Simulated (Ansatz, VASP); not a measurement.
Ti in VASP and in Ansatz

```
Ti
1.0
     0.00000    2.05591    2.05591
     2.05591    0.00000    2.05591
     2.05591    2.05591    0.00000
Ti
1
Direct
  0.50000 0.50000 0.50000
```

Alike in both runs: task relaxation of cell and atoms; functional r2SCAN; k mesh 24 × 24 × 24; occupations gaussian, width 0.1 eV; no spin polarisation.

|  | VASP | Ansatz |
| --- | --- | --- |
| version | VASP 6.6.1 | Ansatz 0.2.0 |
| potentials or method | VASP PAW PBE potentials, release 64 (Ti_sv), cutoff 600 eV | scalar-relativistic, plane waves, PAW |
| valence electrons in the cell | 12 | 12 |

|  | VASP | Ansatz | Ansatz less VASP |
| --- | --- | --- | --- |
| gap on the k mesh at the Fermi level, each at its own relaxed structure (eV) | none | none | - |
| relaxed volume (Å³/atom) | 17.43 | 17.36 | -0.070 |
| relaxed cell length with the largest relative difference (Å) | 2.910 | 2.906 | -0.0039 |

VASP's potentials were made for PBE, not for r2SCAN. A gap of «none» marks a metal or a gap that the smearing closes.
